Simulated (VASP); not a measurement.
# MgS in VASP: further runs

The runs below take MgS through single point, with PBEsol.

Program: VASP 6.6.1. These are calculated values, not measurements. Logs are shortened: lines on timing, memory, paths and dates and some standing lists are left out, and cuts for length are marked.

## Step 1: The cell of the first run

It takes space group I4/mmm (No. 139, tetragonal). The conventional cell has a = 3.646 Å, b = 3.646 Å, c = 5.286 Å, α = 90.00°, β = 90.00°, γ = 90.00°. Within 3.4 Å of Mg (site symmetry 4/mmm) lie 6 S at 2.58 to 2.64 Å. Within 3.4 Å of S (site symmetry 4/mmm) lie 6 Mg at 2.58 to 2.64 Å.

## Step 2: Single point, PBEsol (uniaxial strain along c: +2.0 %)

Input file INCAR:

```
PREC = Accurate
ENCUT = 520
EDIFF = 1E-6
ISMEAR = 0
SIGMA = 0.02
LREAL = F
LASPH = T
NELM = 80
ALGO = Normal
ISIF = 2
LWAVE = F
LCHARG = F
GGA = PS
NBANDS = 16
```

Input file KPOINTS:

```
Automatic mesh
0
Gamma
  6 6 6
```

Input file POSCAR:

```
MgS
1.0
    2.5780187401      2.5780187401      0.0000000000
   -2.5780187401      2.5780187401      0.0000000000
    0.0000000000      0.0000000000      5.2855861606
Mg S
2 2
Direct
    0.0000000000      0.0000000000      0.0000000000
    0.5000000000      0.5000000000      0.5000000000
    0.5000000000      0.5000000000      0.0000000000
    0.0000000000      0.0000000000      0.5000000000
```

Potentials or basis: VASP PAW PBE potentials, release 64 (Mg, S).

Launch:

```bash
$ cat potpaw_PBE.64/Mg/POTCAR potpaw_PBE.64/S/POTCAR > POTCAR
$ mpirun -np 1 vasp_std > vasp.out
```

OUTCAR:

```text
PREC = Accurate
   ENCUT = 520
   EDIFF = 1E-6
   ISMEAR = 0
   LREAL = F
   LASPH = T
   NELM = 80
   ISIF = 2
   GGA = PS

 ion  position               nearest neighbor table
   1  0.000  0.000  0.000-   3 2.58   3 2.58   3 2.58   3 2.58   4 2.64   4 2.64
   2  0.500  0.500  0.500-   4 2.58   4 2.58   4 2.58   4 2.58   3 2.64   3 2.64
   3  0.500  0.500  0.000-   1 2.58   1 2.58   1 2.58   1 2.58   2 2.64   2 2.64
   4  0.000  0.000  0.500-   2 2.58   2 2.58   2 2.58   2 2.58   1 2.64   1 2.64

  LATTYP: Found a simple tetragonal cell.
 ALAT       =     3.6458690663
 C/A-ratio  =     1.4497465665

  Lattice vectors:

 A1 = (   2.5780187401,   2.5780187401,   0.0000000000)
 A2 = (  -2.5780187401,   2.5780187401,   0.0000000000)
 A3 = (   0.0000000000,   0.0000000000,   5.2855861606)

Analysis of symmetry for initial positions (statically):
=====================================================================
 Subroutine PRICEL returns following result:

  LATTYP: Found a body centered tetragonal cell.
 ALAT       =     3.6458690663
 C/A-ratio  =     1.4497465665

  Lattice vectors:

 A1 = (   2.5780187401,   0.0000000000,  -2.6427930803)
 A2 = (  -2.5780187401,   0.0000000000,  -2.6427930803)
 A3 = (   0.0000000000,   2.5780187401,   2.6427930803)

   2 primitive cells build up your supercell.

 Routine SETGRP: Setting up the symmetry group for a
 simple tetragonal supercell.

 Subroutine GETGRP returns: Found 16 space group operations
 (whereof 16 operations were pure point group operations)
 out of a pool of 16 trial point group operations.

The static configuration has the point symmetry D_4h.

Analysis of symmetry for dynamics (positions and initial velocities):
=====================================================================
 Subroutine PRICEL returns following result:

  LATTYP: Found a body centered tetragonal cell.
 ALAT       =     3.6458690663
 C/A-ratio  =     1.4497465665

  Lattice vectors:

 A1 = (   2.5780187401,   0.0000000000,  -2.6427930803)
 A2 = (  -2.5780187401,   0.0000000000,  -2.6427930803)
 A3 = (   0.0000000000,   2.5780187401,   2.6427930803)

   2 primitive cells build up your supercell.

 Routine SETGRP: Setting up the symmetry group for a
 simple tetragonal supercell.

 Subroutine GETGRP returns: Found 16 space group operations
 (whereof 16 operations were pure point group operations)
 out of a pool of 16 trial point group operations.

The dynamic configuration has the point symmetry D_4h.

 Subroutine INISYM returns: Found 16 space group operations
 (whereof 16 operations are pure point group operations),
 and found     2 'primitive' translations

----------------------------------------------------------------------------------------

                                     Primitive cell

  volume of cell :      35.1290

  direct lattice vectors                    reciprocal lattice vectors
     2.578018740  0.000000000 -2.642793080     0.193947388  0.193947388 -0.189193775
    -2.578018740  0.000000000 -2.642793080    -0.193947388  0.193947388 -0.189193775
     0.000000000  2.578018740  2.642793080     0.000000000  0.387894775  0.000000000

  length of vectors
     3.691955564  3.691955564  3.691955564     0.333204836  0.333204836  0.387894775

  position of ions in fractional coordinates (direct lattice)
     0.000000000  0.000000000  0.000000000
     0.500000000  0.500000000  0.000000000

  ion indices of the primitive-cell ions
   primitive index   ion index
                 1           1
                 2           4

----------------------------------------------------------------------------------------

 KPOINTS: Automatic mesh

Automatic generation of k-mesh.
 Grid dimensions read from file:
 generate k-points for:    6    6    6

 Generating k-lattice:

  Cartesian coordinates                     Fractional coordinates (reciprocal lattice)
     0.032324565  0.032324565  0.000000000     0.166666667  0.000000000  0.000000000
    -0.032324565  0.032324565  0.000000000     0.000000000  0.166666667  0.000000000
     0.000000000  0.000000000  0.031532296     0.000000000  0.000000000  0.166666667

  Length of vectors
     0.045713838  0.045713838  0.031532296

  Shift w.r.t. Gamma in fractional coordinates (k-lattice)
     0.000000000  0.000000000  0.000000000

 Subroutine IBZKPT returns following result:
 ===========================================

 Found     40 irreducible k-points:

 Following reciprocal coordinates:
            Coordinates               Weight
  0.000000  0.000000  0.000000      1.000000
  0.166667  0.000000  0.000000      4.000000
  0.333333  0.000000  0.000000      4.000000
  0.500000  0.000000  0.000000      2.000000
  0.166667  0.166667  0.000000      4.000000
  0.333333  0.166667  0.000000      8.000000
[... 16 lines left out ...]
  0.333333  0.000000  0.333333      8.000000
  0.500000  0.000000  0.333333      4.000000
 [... further k-points ...]
   k-points           NKPTS =     40   k-points in BZ     NKDIM =     40   number of bands    NBANDS=     16
   number of dos      NEDOS =    301   number of ions     NIONS =      4
   total plane-waves  NPLWV =  31360
   dimension x,y,z NGX =    28 NGY =   28 NGZ =   40
   dimension x,y,z NGXF=    56 NGYF=   56 NGZF=   80
   ions per type =               2   2
   NGX,Y,Z   is equivalent  to a cutoff of  12.77, 12.77, 12.58 a.u.
   NGXF,Y,Z  is equivalent  to a cutoff of  25.54, 25.54, 25.16 a.u.
 SYSTEM =  unknown system
   PREC   = accura    normal or accurate (medium, high low for compatibility)
   ISTART =      0    job   : 0-new  1-cont  2-samecut
   ICHARG =      2    charge: 1-file 2-atom 10-const
   ISPIN  =      1    spin polarized calculation?
   LNONCOLLINEAR =      F non collinear calculations
   LSORBIT =      F    spin-orbit coupling
   LASPH  =      T    aspherical Exc in radial PAW
   ENCUT  =  520.0 eV  38.22 Ry    6.18 a.u.   6.78  6.78  9.83*2*pi/ulx,y,z
   NELM   =     80;   NELMIN=  2; NELMDL= -5     # of ELM steps
   EDIFF  = 0.1E-05   stopping-criterion for ELM
   LREAL  =      F    real-space projection
   EDIFFG = 0.1E-04   stopping-criterion for IOM
   NSW    =      0    number of steps for IOM
   IBRION =     -1    ionic relax: 0-MD 1-quasi-New 2-CG
   NFREE  =      0    steps in history (QN), initial steepest desc. (CG)
   ISIF   =      2    stress and relaxation
   ISYM   =      2    0-nonsym 1-usesym 2-fastsym
   POTIM  = 0.5000    time-step for ionic-motion
   TEBEG  =    0.0;   TEEND  =   0.0 temperature during run
   PSTRESS=    0.0 pullay stress
   NELECT =      16.0000    total number of electrons
   NUPDOWN=      -1.0000    fix difference up-down
   EMIN   =  10.00;   EMAX   =-10.00  energy-range for DOS
   EFERMI =   0.00;   METHOD = LEGACY
   ISMEAR =     0;   SIGMA  =   0.02  broadening in eV -4-tet -1-fermi 0-gaus
   EFERMI_NEDOS =   21; number of points for ismear=-14 and -15
   IALGO  =     38    algorithm
   IMIX   =      4    mixing-type and parameters
     AMIX     =   0.40;   BMIX     =  1.00
     AMIX_MAG =   1.60;   BMIX_MAG =  1.00
  volume/ion in A,a.u.               =      17.56       118.53
  Fermi-wavevector in a.u.,A,eV,Ry     =   0.999731  1.889217 13.598501  0.999462
  Thomas-Fermi vector in A             =   2.132040
   LORBIT       =      0    0 simple, 1 ext, 2 COOP (PROOUT), +10 PAW based schemes
   GGA     = PS    functional components
   LHFCALC =     F    Hartree Fock is set to
   AEXX    =    0.0000 exact exchange contribution
   IVDW    =     0    specifies the selected vdW correction
   LEPSILON=     F    determine dielectric tensor
   LRPA    =     F    only Hartree local field effects (RPA)
 non-spin polarized calculation
 Gauss-broadening in eV      SIGMA  =   0.02
  energy-cutoff  :      520.00
  volume of cell :       70.26
 maximum number of plane-waves:      1916
 NGX is ok and might be reduce to    28
   NGX = 13   NGY = 13   NGZ = 19

 number of electron      16.0000004 magnetization

 Free energy of the ion-electron system (eV)
  ---------------------------------------------------
  ext. energy  EPLUGINS =         0.00000000
  ---------------------------------------------------
  free energy    TOTEN  =       -18.13660495 eV

  energy without entropy =      -18.13660495  energy(sigma->0) =      -18.13660495

 E-fermi :   3.8735     XC(G=0):  -9.8461

 val. band max:        3.7653687583   @ k =   0.0000   0.0000   0.0000
 cond. band min:       6.3685492885   @ k =   0.5000   0.5000   0.0000
 fundamental gap:      2.6031805302
 Fermi energy:         3.8735186949

 k-point     1 :       0.0000    0.0000    0.0000
  band No.  band energies     occupation
      1      -9.0010      2.00000
      2      -7.3535      2.00000
      3      -0.5947      2.00000
      4       2.0584      2.00000
      5       2.0584      2.00000
      6       3.6628      2.00000
[... 8 lines left out ...]
     15      13.8344      0.00000
     16      14.1849      0.00000

 k-point     2 :       0.1667    0.0000    0.0000
  band No.  band energies     occupation
      1      -8.8162      2.00000
      2      -7.3260      2.00000
      3      -0.3619      2.00000
      4       1.0990      2.00000
      5       2.2057      2.00000
      6       2.5118      2.00000
[... 8 lines left out ...]
     15      12.9269      0.00000
     16      13.7256      0.00000

 k-point     3 :       0.3333    0.0000    0.0000
  band No.  band energies     occupation
      1      -8.3234      2.00000
      2      -7.3755      2.00000
      3      -0.0478      2.00000
      4       0.3136      2.00000
      5       0.8495      2.00000
      6       2.5145      2.00000
[... 8 lines left out ...]
     15      12.5655      0.00000
     16      12.7649      0.00000
[... 362 lines left out ...]
 k-point    23 :       0.3333    0.0000    0.3333
  band No.  band energies     occupation
      1      -8.0846      2.00000
      2      -7.6046      2.00000
      3      -0.7780      2.00000
      4      -0.2062      2.00000
      5       2.0202      2.00000
      6       2.8095      2.00000
[... 8 lines left out ...]
     15      12.9978      0.00000
     16      13.1170      0.00000

 k-point    24 :       0.5000    0.0000    0.3333
  band No.  band energies     occupation
      1      -7.6855      2.00000
      2      -7.6855      2.00000
      3      -1.0247      2.00000
      4      -1.0247      2.00000
      5       2.6733      2.00000
      6       2.6733      2.00000
[... 8 lines left out ...]
     15      13.8463      0.00000
     16      13.8463      0.00000

 [... further k-points ...]

------------------------ aborting loop because EDIFF is reached ----------------------------------------

  FORCE on cell =-STRESS in cart. coord.  units (eV):
  Direction    XX          YY          ZZ          XY          YZ          ZX
  --------------------------------------------------------------------------------------
  -------------------------------------------------------------------------------------
  Total        0.0097164      0.0097164     -1.1204091      0.0000000      0.0000000      0.0000000
  in kB        0.2215758      0.2215758    -25.5500586      0.0000000      0.0000000      0.0000000
  external PRESSURE =      -8.3689690 kB  Pullay stress =       0.0000000 kB

 VOLUME and BASIS-vectors are now :
 -----------------------------------------------------------------------------
  energy-cutoff  :      520.00
  volume of cell :       70.26
      direct lattice vectors                 reciprocal lattice vectors
     2.578018740  2.578018740  0.000000000     0.193947388  0.193947388  0.000000000
    -2.578018740  2.578018740  0.000000000    -0.193947388  0.193947388  0.000000000
     0.000000000  0.000000000  5.285586161     0.000000000  0.000000000  0.189193775

 POSITION                                       TOTAL-FORCE (eV/Angst)
 -----------------------------------------------------------------------------------
      0.00000      0.00000      0.00000        -0.000000     -0.000000     -0.000000
      0.00000      2.57802      2.64279        -0.000000      0.000000      0.000000
      0.00000      2.57802      0.00000         0.000000      0.000000     -0.000000
      0.00000      0.00000      2.64279        -0.000000     -0.000000     -0.000000
 -----------------------------------------------------------------------------------
    total drift:                               -0.000000      0.000000     -0.000000

  FREE ENERGIE OF THE ION-ELECTRON SYSTEM (eV)
  ---------------------------------------------------
  free  energy   TOTEN  =       -18.1366049453 eV

  energy  without entropy=      -18.1366049453  energy(sigma->0) =      -18.13660495
```

Run time: 34 s. Hardware: 1 thread of Intel Xeon 6975P-C, shared host; peak memory 0.2 GiB.

What came out:

| Quantity | Value |
| --- | --- |
| Free energy | -18.1366 eV |
| Pressure | -0.8 GPa |
| Band gap on the k mesh | 2.60 eV |

Caveat: the cell differs from its parent crystal (uniaxial strain along c: +2.0 %); the PAW data sets were made with another functional, which shifts forces and pressure a little. A k mesh can miss the band edges.

## Step 3: Single point, PBEsol

This run uses another cell than the first one, of 17.60 Å³/atom, 1.002 times its volume.

Input file INCAR:

```
PREC = Accurate
ENCUT = 520
EDIFF = 1E-6
ISMEAR = 0
SIGMA = 0.02
LREAL = False
LASPH = True
NELM = 80
ALGO = Normal
ISIF = 2
LWAVE = False
LCHARG = False
GGA = PS
NBANDS = 16
```

KPOINTS is that of step 2.

POSCAR, as its differences from that of step 2:

```diff
@@ -2,4 +2,4 @@
 1.0
-    2.5780187401      2.5780187401      0.0000000000
-   -2.5780187401      2.5780187401      0.0000000000
+    2.5808957029      2.5808957029      0.0000000000
+   -2.5808957029      2.5808957029      0.0000000000
     0.0000000000      0.0000000000      5.2855861606
```

Potentials or basis: VASP PAW PBE potentials, release 64 (Mg, S).

Launch:

```bash
$ cat potpaw_PBE.64/Mg/POTCAR potpaw_PBE.64/S/POTCAR > POTCAR
$ mpirun -np 1 vasp_std > vasp.out
```

Run time: 31 s. Hardware: 1 thread of Intel Xeon 6975P-C, shared host; peak memory 0.2 GiB.

Results (log left out):

```
Free energy            : -18.1366 eV
Pressure               : -1.0 GPa
Band gap on the k mesh : 2.60 eV
```

Stress tensor (GPa, compression positive):
```
-0.20  0.00  0.00
 0.00 -0.20  0.00
 0.00  0.00 -2.64
```

Levels at points of the mesh, in eV from the valence-band top:
```
           k point  band 6  band 7  band 8  band 9  band 10  band 11
(0.00, 0.00, 0.00)   -0.10   -0.10    0.00    2.73     3.53     4.23
(0.50, 0.00, 0.00)   -2.41   -0.66   -0.66    5.60     5.60     7.43
(0.50, 0.50, 0.00)   -1.91   -1.71   -1.71    2.60     2.60     4.15
(0.00, 0.00, 0.50)   -1.02   -1.02   -1.02    4.83     4.83     5.42
(0.50, 0.00, 0.50)   -0.70   -0.63   -0.63    4.33     4.33     6.65
(0.50, 0.50, 0.50)   -3.39   -2.35   -2.35    5.01     5.01     7.66
```

Caveat: the PAW data sets were made with another functional, which shifts forces and pressure a little. Expect the measured gap to be larger: semilocal functionals such as PBEsol lack the derivative discontinuity.

## Step 4: Single point, PBEsol

This run uses another cell than the first one, of 17.82 Å³/atom, 1.014 times its volume.

Input file INCAR:

```
SYSTEM = MgS
ALGO     = Normal         ! electronic algorithm
EDIFF    = 1E-6           ! SCF threshold, eV
ENCUT    = 520            ! plane-wave cutoff, eV
GGA      = PS             ! functional
ISIF     = 2              ! what is computed and relaxed
ISMEAR   = 0              ! smearing method
LASPH    = .True.         ! aspherical terms in the spheres
LCHARG   = .False.        ! write CHGCAR
LREAL    = .False.        ! projectors in reciprocal space
LWAVE    = .False.        ! write WAVECAR
NBANDS   = 16             ! bands
NELM     = 80             ! most SCF steps
PREC     = Accurate       ! precision mode
SIGMA    = 0.02           ! smearing width, eV
```

Input file KPOINTS:

```
k-points
0
Gamma
  6 6 6
  0 0 0
```

Input file POSCAR:

```
MgS
1.0
    2.5713706241      2.5713706241      0.0000000000
   -2.5713706241      2.5713706241      0.0000000000
    0.0000000000      0.0000000000      5.3892251049
Mg S
2 2
Direct
    0.0000000000      0.0000000000      0.0000000000
    0.5000000000      0.5000000000      0.5000000000
    0.5000000000      0.5000000000      0.0000000000
    0.0000000000      0.0000000000      0.5000000000
```

Potentials or basis: VASP PAW PBE potentials, release 64 (Mg, S).

Launch:

```bash
$ cat potpaw_PBE.64/Mg/POTCAR potpaw_PBE.64/S/POTCAR > POTCAR
$ mpirun -np 1 vasp_std > vasp.out
```

OUTCAR:

```text
SYSTEM = MgS
   EDIFF = 1E-6
   ENCUT = 520
   GGA = PS
   ISIF = 2
   ISMEAR = 0
   LASPH = .True.
   LREAL = .False.
   NELM = 80
   PREC = Accurate

 ion  position               nearest neighbor table
   1  0.000  0.000  0.000-   3 2.57   3 2.57   3 2.57   3 2.57   4 2.69   4 2.69
   2  0.500  0.500  0.500-   4 2.57   4 2.57   4 2.57   4 2.57   3 2.69   3 2.69
   3  0.500  0.500  0.000-   1 2.57   1 2.57   1 2.57   1 2.57   2 2.69   2 2.69
   4  0.000  0.000  0.500-   2 2.57   2 2.57   2 2.57   2 2.57   1 2.69   1 2.69

[... 676 lines left out ...]
  --------------------------------------------------------------------------------------
  -------------------------------------------------------------------------------------
  Total       -0.0898379     -0.0898379     -2.0128911      0.0000000     -0.0000000      0.0000000
  in kB       -2.0196895     -2.0196895    -45.2527717      0.0000000     -0.0000000      0.0000000
  external PRESSURE =     -16.4307169 kB  Pullay stress =       0.0000000 kB

 VOLUME and BASIS-vectors are now :
 -----------------------------------------------------------------------------
  energy-cutoff  :      520.00
  volume of cell :       71.27
      direct lattice vectors                 reciprocal lattice vectors
     2.571370624  2.571370624  0.000000000     0.194448826  0.194448826  0.000000000
    -2.571370624  2.571370624  0.000000000    -0.194448826  0.194448826  0.000000000
     0.000000000  0.000000000  5.389225105     0.000000000  0.000000000  0.185555433

 POSITION                                       TOTAL-FORCE (eV/Angst)
 -----------------------------------------------------------------------------------
      0.00000      0.00000      0.00000        -0.000000     -0.000000      0.000000
      0.00000      2.57137      2.69461        -0.000000     -0.000000     -0.000000
      0.00000      2.57137      0.00000         0.000000      0.000000      0.000000
      0.00000      0.00000      2.69461        -0.000000     -0.000000      0.000000
 -----------------------------------------------------------------------------------
    total drift:                               -0.000000      0.000000     -0.000000

  FREE ENERGIE OF THE ION-ELECTRON SYSTEM (eV)
  ---------------------------------------------------
  free  energy   TOTEN  =       -18.1063368788 eV

  energy  without entropy=      -18.1063368788  energy(sigma->0) =      -18.10633688
```

Run time: 33 s. Hardware: 1 thread of Intel Xeon 6975P-C, shared host; peak memory 0.2 GiB.

What came out:

* Free energy: -18.1063 eV
* Pressure: -1.6 GPa
* Band gap on the k mesh: 2.50 eV

Levels at points of the mesh, in eV from the valence-band top:
```csv
k point,band 5,band 6,band 7,band 8,band 9,band 10,band 11,band 12
"(0.00, 0.00, 0.00)",-1.66,-0.18,-0.18,0.00,2.75,3.38,4.27,7.44
"(0.50, 0.00, 0.00)",-2.39,-2.39,-0.67,-0.67,5.62,5.62,7.28,7.28
"(0.50, 0.50, 0.00)",-2.07,-2.07,-1.66,-1.66,2.50,2.50,4.12,4.12
"(0.00, 0.00, 0.50)",-1.03,-1.03,-1.03,-1.03,4.70,4.70,5.39,5.39
"(0.50, 0.00, 0.50)",-0.78,-0.78,-0.64,-0.64,4.24,4.24,6.50,6.50
"(0.50, 0.50, 0.50)",-3.43,-3.43,-2.26,-2.26,4.78,4.78,7.47,7.47
```

Caveat: the PAW data sets were made with another functional, which shifts forces and pressure a little. PBEsol gaps usually lie below the measured ones, often by a third to a half.

[end of part 1 of 2]
